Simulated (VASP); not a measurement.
# ZnS (F-43m) in VASP: a series of runs

The runs below take ZnS through single point, with PBEsol, LDA.

Everything below comes from runs of VASP 6.6.1. Logs are shortened: lines on timing, memory, paths and dates and some standing lists are left out, and cuts for length are marked.

### 1 The cell of the first run

Symmetry: F-43m, No. 216, cubic system. Conventional cell: a = 5.388 Å, b = 5.388 Å, c = 5.388 Å, α = 90.00°, β = 90.00°, γ = 90.00°. Zn (site symmetry -43m) has 4 S at 2.33 Å within 3.1 Å. Within 3.1 Å of S (site symmetry -43m) lie 4 Zn at 2.33 Å.

### 2 Single point, PBEsol

Contents of INCAR:

```
SYSTEM = ZnS
ALGO     = Normal         ! electronic algorithm
EDIFF    = 1E-6           ! SCF threshold, eV
ENCUT    = 520            ! plane-wave cutoff, eV
GGA      = PS             ! functional
ISIF     = 2              ! what is computed and relaxed
ISMEAR   = 0              ! smearing method
LASPH    = .True.         ! aspherical terms in the spheres
LCHARG   = .False.        ! write CHGCAR
LREAL    = .False.        ! projectors in reciprocal space
LWAVE    = .False.        ! write WAVECAR
NBANDS   = 16             ! bands
NELM     = 80             ! most SCF steps
PREC     = Accurate       ! precision mode
SIGMA    = 0.01           ! smearing width, eV
```

Contents of KPOINTS:

```
k-points
0
Gamma
  5 5 5
  0 0 0
```

Contents of POSCAR:

```
ZnS
1.0
    0.0000000000      2.6940955531      2.6940955531
    2.6940955531      0.0000000000      2.6940955531
    2.6940955531      2.6940955531      0.0000000000
Zn S
1 1
Direct
    0.2500000000      0.2500000000      0.2500000000
    0.0000000000      0.0000000000      0.0000000000
```

Potentials or basis: VASP PAW PBE potentials, release 64 (Zn, S).

Run with:

```sh
cat potpaw_PBE.64/Zn/POTCAR potpaw_PBE.64/S/POTCAR > POTCAR
mpirun -np 1 vasp_std > vasp.out
```

OUTCAR:

```text
SYSTEM = ZnS
   EDIFF = 1E-6
   ENCUT = 520
   GGA = PS
   ISIF = 2
   ISMEAR = 0
   LASPH = .True.
   LREAL = .False.
   NELM = 80
   PREC = Accurate

 ion  position               nearest neighbor table
   1  0.250  0.250  0.250-   2 2.33   2 2.33   2 2.33   2 2.33
   2  0.000  0.000  0.000-   1 2.33   1 2.33   1 2.33   1 2.33

  LATTYP: Found a face centered cubic cell.
 ALAT       =     5.3881911062

  Lattice vectors:

 A1 = (   0.0000000000,   2.6940955531,   2.6940955531)
 A2 = (   2.6940955531,   0.0000000000,   2.6940955531)
 A3 = (   2.6940955531,   2.6940955531,   0.0000000000)

Analysis of symmetry for initial positions (statically):
=====================================================================
 Subroutine PRICEL returns:
 Original cell was already a primitive cell.

 Routine SETGRP: Setting up the symmetry group for a
 face centered cubic supercell.

 Subroutine GETGRP returns: Found 24 space group operations
 (whereof 24 operations were pure point group operations)
 out of a pool of 48 trial point group operations.

The static configuration has the point symmetry T_d .

Analysis of symmetry for dynamics (positions and initial velocities):
=====================================================================
 Subroutine PRICEL returns:
 Original cell was already a primitive cell.

 Routine SETGRP: Setting up the symmetry group for a
 face centered cubic supercell.

 Subroutine GETGRP returns: Found 24 space group operations
 (whereof 24 operations were pure point group operations)
 out of a pool of 48 trial point group operations.

The dynamic configuration has the point symmetry T_d .

 Subroutine INISYM returns: Found 24 space group operations
 (whereof 24 operations are pure point group operations),
 and found     1 'primitive' translations

----------------------------------------------------------------------------------------

                                     Primitive cell

  volume of cell :      39.1083

  direct lattice vectors                    reciprocal lattice vectors
     0.000000000  2.694095553  2.694095553    -0.185591042  0.185591042  0.185591042
     2.694095553  0.000000000  2.694095553     0.185591042 -0.185591042  0.185591042
     2.694095553  2.694095553  0.000000000     0.185591042  0.185591042 -0.185591042

  length of vectors
     3.810026470  3.810026470  3.810026470     0.321453114  0.321453114  0.321453114

  position of ions in fractional coordinates (direct lattice)
     0.250000000  0.250000000  0.250000000
     0.000000000  0.000000000  0.000000000

  ion indices of the primitive-cell ions
   primitive index   ion index
                 1           1
                 2           2

----------------------------------------------------------------------------------------

 KPOINTS: k-points

Automatic generation of k-mesh.
 Grid dimensions read from file:
 generate k-points for:    5    5    5

 Generating k-lattice:

  Cartesian coordinates                     Fractional coordinates (reciprocal lattice)
    -0.037118208  0.037118208  0.037118208     0.200000000  0.000000000  0.000000000
     0.037118208 -0.037118208  0.037118208     0.000000000  0.200000000  0.000000000
     0.037118208  0.037118208 -0.037118208     0.000000000  0.000000000  0.200000000

  Length of vectors
     0.064290623  0.064290623  0.064290623

  Shift w.r.t. Gamma in fractional coordinates (k-lattice)
     0.000000000  0.000000000  0.000000000

 Subroutine IBZKPT returns following result:
 ===========================================

 Found     10 irreducible k-points:

 Following reciprocal coordinates:
            Coordinates               Weight
  0.000000  0.000000  0.000000      1.000000
  0.200000  0.000000  0.000000      8.000000
  0.400000  0.000000  0.000000      8.000000
  0.200000  0.200000  0.000000      6.000000
  0.400000  0.200000  0.000000     24.000000
 -0.400000  0.200000  0.000000     24.000000
 -0.200000  0.200000  0.000000     12.000000
  0.400000  0.400000  0.000000      6.000000
 -0.400000  0.400000  0.000000     12.000000
 -0.400000  0.400000  0.200000     24.000000
   k-points           NKPTS =     10   k-points in BZ     NKDIM =     10   number of bands    NBANDS=     16
   number of dos      NEDOS =    301   number of ions     NIONS =      2
   total plane-waves  NPLWV =  21952
   dimension x,y,z NGX =    28 NGY =   28 NGZ =   28
   dimension x,y,z NGXF=    56 NGYF=   56 NGZF=   56
   ions per type =               1   1
   NGX,Y,Z   is equivalent  to a cutoff of  12.22, 12.22, 12.22 a.u.
   NGXF,Y,Z  is equivalent  to a cutoff of  24.43, 24.43, 24.43 a.u.
 SYSTEM =  ZnS
   PREC   = accura    normal or accurate (medium, high low for compatibility)
   ISTART =      0    job   : 0-new  1-cont  2-samecut
   ICHARG =      2    charge: 1-file 2-atom 10-const
   ISPIN  =      1    spin polarized calculation?
   LNONCOLLINEAR =      F non collinear calculations
   LSORBIT =      F    spin-orbit coupling
   LASPH  =      T    aspherical Exc in radial PAW
   ENCUT  =  520.0 eV  38.22 Ry    6.18 a.u.   7.08  7.08  7.08*2*pi/ulx,y,z
   NELM   =     80;   NELMIN=  2; NELMDL= -5     # of ELM steps
   EDIFF  = 0.1E-05   stopping-criterion for ELM
   LREAL  =      F    real-space projection
   EDIFFG = 0.1E-04   stopping-criterion for IOM
   NSW    =      0    number of steps for IOM
   IBRION =     -1    ionic relax: 0-MD 1-quasi-New 2-CG
   NFREE  =      0    steps in history (QN), initial steepest desc. (CG)
   ISIF   =      2    stress and relaxation
   ISYM   =      2    0-nonsym 1-usesym 2-fastsym
   POTIM  = 0.5000    time-step for ionic-motion
   TEBEG  =    0.0;   TEEND  =   0.0 temperature during run
   PSTRESS=    0.0 pullay stress
   NELECT =      18.0000    total number of electrons
   NUPDOWN=      -1.0000    fix difference up-down
   EMIN   =  10.00;   EMAX   =-10.00  energy-range for DOS
   EFERMI =   0.00;   METHOD = LEGACY
   ISMEAR =     0;   SIGMA  =   0.01  broadening in eV -4-tet -1-fermi 0-gaus
   EFERMI_NEDOS =   21; number of points for ismear=-14 and -15
   IALGO  =     38    algorithm
   IMIX   =      4    mixing-type and parameters
     AMIX     =   0.40;   BMIX     =  1.00
     AMIX_MAG =   1.60;   BMIX_MAG =  1.00
  volume/ion in A,a.u.               =      19.55       131.96
  Fermi-wavevector in a.u.,A,eV,Ry     =   1.263987  2.388589 21.737533  1.597664
  Thomas-Fermi vector in A             =   2.397316
   LORBIT       =      0    0 simple, 1 ext, 2 COOP (PROOUT), +10 PAW based schemes
   GGA     = PS    functional components
   LHFCALC =     F    Hartree Fock is set to
   AEXX    =    0.0000 exact exchange contribution
   IVDW    =     0    specifies the selected vdW correction
   LEPSILON=     F    determine dielectric tensor
   LRPA    =     F    only Hartree local field effects (RPA)
 non-spin polarized calculation
 Gauss-broadening in eV      SIGMA  =   0.01
  energy-cutoff  :      520.00
  volume of cell :       39.11
 maximum number of plane-waves:      1073
   NGX = 15   NGY = 15   NGZ = 15

 number of electron      18.0000006 magnetization

 Free energy of the ion-electron system (eV)
  ---------------------------------------------------
  ext. energy  EPLUGINS =         0.00000000
  ---------------------------------------------------
  free energy    TOTEN  =        -7.57404737 eV

  energy without entropy =       -7.57404737  energy(sigma->0) =       -7.57404737

 E-fermi :   2.1606     XC(G=0):  -9.8881

 val. band max:        2.1040654089   @ k =   0.0000   0.0000   0.0000
 cond. band min:       4.1160861167   @ k =   0.0000   0.0000   0.0000
 fundamental gap:      2.0120207078
 Fermi energy:         2.1605668798

 k-point     1 :       0.0000    0.0000    0.0000
  band No.  band energies     occupation
      1     -11.1127      2.00000
      2      -4.3103      2.00000
      3      -4.3103      2.00000
      4      -4.3103      2.00000
      5      -3.8016      2.00000
      6      -3.8016      2.00000
[... 8 lines left out ...]
     15      13.8457      0.00000
     16      13.8457      0.00000

 k-point     2 :       0.2000    0.0000    0.0000
  band No.  band energies     occupation
      1     -10.8191      2.00000
      2      -4.2985      2.00000
      3      -4.2614      2.00000
      4      -4.2614      2.00000
      5      -3.8031      2.00000
      6      -3.8031      2.00000
[... 8 lines left out ...]
     15      12.9334      0.00000
     16      14.4219      0.00000

 k-point     3 :       0.4000    0.0000    0.0000
  band No.  band energies     occupation
      1     -10.2595      2.00000
      2      -4.2007      2.00000
      3      -4.2007      2.00000
      4      -3.9795      2.00000
      5      -3.7789      2.00000
      6      -3.7789      2.00000
[... 8 lines left out ...]
     15      14.4745      0.00000
     16      14.4745      0.00000

 k-point     4 :       0.2000    0.2000    0.0000
  band No.  band energies     occupation
      1     -10.7209      2.00000
      2      -4.3578      2.00000
      3      -4.2115      2.00000
      4      -4.2115      2.00000
      5      -3.8377      2.00000
      6      -3.7747      2.00000
[... 8 lines left out ...]
     15      14.3584      0.00000
     16      16.6957      0.00000

 k-point     5 :       0.4000    0.2000    0.0000
  band No.  band energies     occupation
      1     -10.2382      2.00000
      2      -4.2758      2.00000
      3      -4.1285      2.00000
      4      -4.0895      2.00000
      5      -3.7887      2.00000
      6      -3.7564      2.00000
[... 8 lines left out ...]
     15      15.3395      0.00000
     16      16.3710      0.00000

 k-point     6 :      -0.4000    0.2000    0.0000
  band No.  band energies     occupation
      1     -10.0240      2.00000
      2      -4.1931      2.00000
      3      -4.1249      2.00000
      4      -3.8570      2.00000
      5      -3.7856      2.00000
      6      -3.5897      2.00000
[... 8 lines left out ...]
     15      14.0812      0.00000
     16      16.3940      0.00000

 k-point     7 :      -0.2000    0.2000    0.0000
  band No.  band energies     occupation
      1     -10.4258      2.00000
      2      -4.2169      2.00000
      3      -4.1989      2.00000
      4      -4.1895      2.00000
      5      -3.8245      2.00000
      6      -3.7629      2.00000
[... 8 lines left out ...]
     15      14.9290      0.00000
     16      16.6067      0.00000

 k-point     8 :       0.4000    0.4000    0.0000
  band No.  band energies     occupation
      1      -9.9726      2.00000
      2      -4.3663      2.00000
      3      -4.0038      2.00000
      4      -4.0038      2.00000
      5      -3.7312      2.00000
      6      -3.7292      2.00000
[... 8 lines left out ...]
     15      15.5501      0.00000
     16      17.9370      0.00000

 k-point     9 :      -0.4000    0.4000    0.0000
  band No.  band energies     occupation
      1      -9.8341      2.00000
      2      -4.2652      2.00000
      3      -4.0010      2.00000
      4      -3.9362      2.00000
      5      -3.7531      2.00000
      6      -3.4661      2.00000
[... 8 lines left out ...]
     15      15.0092      0.00000
     16      17.4162      0.00000

 k-point    10 :      -0.4000    0.4000    0.2000
  band No.  band energies     occupation
      1      -9.9121      2.00000
      2      -4.1928      2.00000
      3      -4.0804      2.00000
      4      -3.9157      2.00000
      5      -3.7871      2.00000
      6      -3.5656      2.00000
[... 8 lines left out ...]
     15      15.3979      0.00000
     16      17.5868      0.00000

------------------------ aborting loop because EDIFF is reached ----------------------------------------

  FORCE on cell =-STRESS in cart. coord.  units (eV):
  Direction    XX          YY          ZZ          XY          YZ          ZX
  --------------------------------------------------------------------------------------
  -------------------------------------------------------------------------------------
  Total       -0.2608255     -0.2608255     -0.2608255     -0.0000000      0.0000000     -0.0000000
  in kB      -10.6854196    -10.6854196    -10.6854196     -0.0000000      0.0000000     -0.0000000
  external PRESSURE =     -10.6854196 kB  Pullay stress =       0.0000000 kB

 VOLUME and BASIS-vectors are now :
 -----------------------------------------------------------------------------
  energy-cutoff  :      520.00
  volume of cell :       39.11
      direct lattice vectors                 reciprocal lattice vectors
     0.000000000  2.694095553  2.694095553    -0.185591042  0.185591042  0.185591042
     2.694095553  0.000000000  2.694095553     0.185591042 -0.185591042  0.185591042
     2.694095553  2.694095553  0.000000000     0.185591042  0.185591042 -0.185591042

 POSITION                                       TOTAL-FORCE (eV/Angst)
 -----------------------------------------------------------------------------------
      1.34705      1.34705      1.34705        -0.000000     -0.000000     -0.000000
      0.00000      0.00000      0.00000         0.000000      0.000000      0.000000
 -----------------------------------------------------------------------------------
    total drift:                               -0.000002     -0.000002     -0.000001

  FREE ENERGIE OF THE ION-ELECTRON SYSTEM (eV)
  ---------------------------------------------------
  free  energy   TOTEN  =        -7.5740473727 eV

  energy  without entropy=       -7.5740473727  energy(sigma->0) =       -7.57404737
```

Wall time 7.3 s (1 thread of Intel Xeon Platinum 8259CL at 2.50GHz (Skylake/Cascade Lake), shared host); peak memory 0.15 GiB.

What came out:

* Free energy: -7.5740 eV
* Pressure: -1.1 GPa
* Band gap on the k mesh: 2.01 eV

Levels at points of the mesh, in eV from the valence-band top:
```
           k point  band 7  band 8  band 9  band 10  band 11  band 12
(0.00, 0.00, 0.00)    0.00    0.00    0.00     2.01     6.30     6.30
```

Caveat: the PAW data sets were made with another functional, which shifts forces and pressure a little.

### 3 Single point, PBEsol

Contents of INCAR:

```
PREC = Accurate ; ENCUT = 520
EDIFF = 1E-6 ; ISMEAR = 0
SIGMA = 0.01 ; LREAL = False
LASPH = True ; NELM = 80
ALGO = Normal ; ISIF = 2
LWAVE = False ; LCHARG = False
GGA = PS ; NBANDS = 16
```

Contents of KPOINTS:

```
Automatic mesh
0
Gamma
  6 6 6
```

POSCAR is that of step 2.

Potentials or basis: VASP PAW PBE potentials, release 64 (Zn, S).

Run with:

```sh
cat potpaw_PBE.64/Zn/POTCAR potpaw_PBE.64/S/POTCAR > POTCAR
mpirun -np 1 vasp_std > vasp.out
```

It took 12 s on 1 thread of Intel Xeon Platinum 8259CL at 2.50GHz (Skylake/Cascade Lake), shared host; peak memory 0.15 GiB.

The run converged. Its results:

* Free energy: -7.5834 eV
* Pressure: -1.1 GPa
* Band gap on the k mesh: 2.01 eV

Levels at points of the mesh, in eV from the valence-band top:
```csv
k point,band 5,band 6,band 7,band 8,band 9,band 10,band 11,band 12,band 13,band 14
"(0.00, 0.00, 0.00)",-5.90,-5.90,0.00,0.00,0.00,2.01,6.30,6.30,6.30,11.69
"(0.50, 0.00, 0.00)",-5.87,-5.70,-5.42,-0.89,-0.89,3.21,6.83,6.83,8.73,12.00
"(0.50, 0.50, 0.00)",-5.82,-5.68,-4.64,-2.28,-2.28,3.22,3.96,10.89,11.94,11.94
```

Caveat: the PAW data sets were made with another functional, which shifts forces and pressure a little.

### 4 Single point, LDA

Contents of INCAR:

```
SYSTEM = ZnS
ALGO = Normal
EDIFF = 1E-6
ENCUT = 520
GGA = CA
ISIF = 2
ISMEAR = 0
LASPH = .TRUE.
LCHARG = .FALSE.
LREAL = .FALSE.
LWAVE = .FALSE.
NBANDS = 16
NELM = 80
PREC = Accurate
SIGMA = 0.01
```

Contents of KPOINTS:

```
k-points
0
G
  6 6 6
  0 0 0
```

POSCAR is that of step 3.

Potentials or basis: VASP PAW LDA potentials, release 64 (Zn, S).

Run with:

```sh
cat potpaw_LDA.64/Zn/POTCAR potpaw_LDA.64/S/POTCAR > POTCAR
mpirun -np 1 vasp_std > vasp.out
```

It took 9.4 s on 1 thread of Intel Xeon Platinum 8259CL at 2.50GHz (Skylake/Cascade Lake), shared host; peak memory 0.14 GiB.

It converged, with:

```
Free energy            : -8.1819 eV
Pressure               : -3.7 GPa
Band gap on the k mesh : 1.93 eV
```

Levels at points of the mesh, in eV from the valence-band top:
| k point | band 5 | band 6 | band 7 | band 8 | band 9 | band 10 | band 11 | band 12 | band 13 | band 14 |
| --- | --- | --- | --- | --- | --- | --- | --- | --- | --- | --- |
| (0.00, 0.00, 0.00) | -6.04 | -6.04 | 0.00 | 0.00 | 0.00 | 1.93 | 6.25 | 6.25 | 6.25 | 11.56 |
| (0.50, 0.00, 0.00) | -6.01 | -5.83 | -5.44 | -0.89 | -0.89 | 3.13 | 6.79 | 6.79 | 8.66 | 11.89 |
| (0.50, 0.50, 0.00) | -5.97 | -5.82 | -4.70 | -2.28 | -2.28 | 3.17 | 3.90 | 10.78 | 11.84 | 11.84 |

Caveat: the cell stands under tension.

### 5 Single point, PBEsol

Contents of INCAR:

```
SYSTEM = ZnS
PREC = Accurate
ENCUT = 520
EDIFF = 1E-6
ISMEAR = 0
SIGMA = 0.01
LREAL = .FALSE.
LASPH = .TRUE.
NELM = 100
ALGO = Normal
ISIF = 2
LWAVE = .FALSE.
LCHARG = .FALSE.
GGA = PS
NBANDS = 16
```

Contents of KPOINTS:

```
regular mesh
0
G
  6 6 6
  0 0 0
```

POSCAR is that of step 4.

Potentials or basis: VASP PAW PBE potentials, release 64 (Zn, S).

Run with:

```sh
cat potpaw_PBE.64/Zn/POTCAR potpaw_PBE.64/S/POTCAR > POTCAR
mpirun -np 1 vasp_std > vasp.out
```

Run time: 14 s. Hardware: 1 thread of Intel Xeon Platinum 8259CL at 2.50GHz (Skylake/Cascade Lake), shared host; peak memory 0.15 GiB.

The run converged. Its results:

```
Free energy            : -7.5834 eV
Pressure               : -1.1 GPa
Band gap on the k mesh : 2.01 eV
```

Levels at points of the mesh, in eV from the valence-band top:
```csv
k point,band 5,band 6,band 7,band 8,band 9,band 10,band 11,band 12,band 13,band 14
"(0.00, 0.00, 0.00)",-5.90,-5.90,0.00,0.00,0.00,2.01,6.30,6.30,6.30,11.69
"(0.50, 0.00, 0.00)",-5.87,-5.70,-5.42,-0.89,-0.89,3.21,6.83,6.83,8.73,12.00
"(0.50, 0.50, 0.00)",-5.82,-5.68,-4.64,-2.28,-2.28,3.22,3.96,10.89,11.94,11.94
```

Caveat: the PAW data sets were made with another functional, which shifts forces and pressure a little. PBEsol gaps usually lie below the measured ones, often by a third to a half.

### 6 The runs side by side

```csv
level,potentials or basis,k mesh,gap on the mesh (eV),pressure (GPa)
PBEsol,"VASP PAW PBE potentials, release 64 (Zn, S)",5 × 5 × 5,2.01,-1.1
PBEsol,"VASP PAW PBE potentials, release 64 (Zn, S)",6 × 6 × 6,2.01,-1.1
LDA,"VASP PAW LDA potentials, release 64 (Zn, S)",6 × 6 × 6,1.93,-3.7
```

Alike in all rows: task single point; no spin polarisation; cell as given; cutoff (eV) 520; smearing gaussian 0.01 eV.

Caveats: the PAW data sets were made with another functional, which shifts forces and pressure a little (at least some runs); the cell stands under tension (at least some runs).

Total energies depend on the potentials used, so only differences within one code and one set of settings carry meaning.
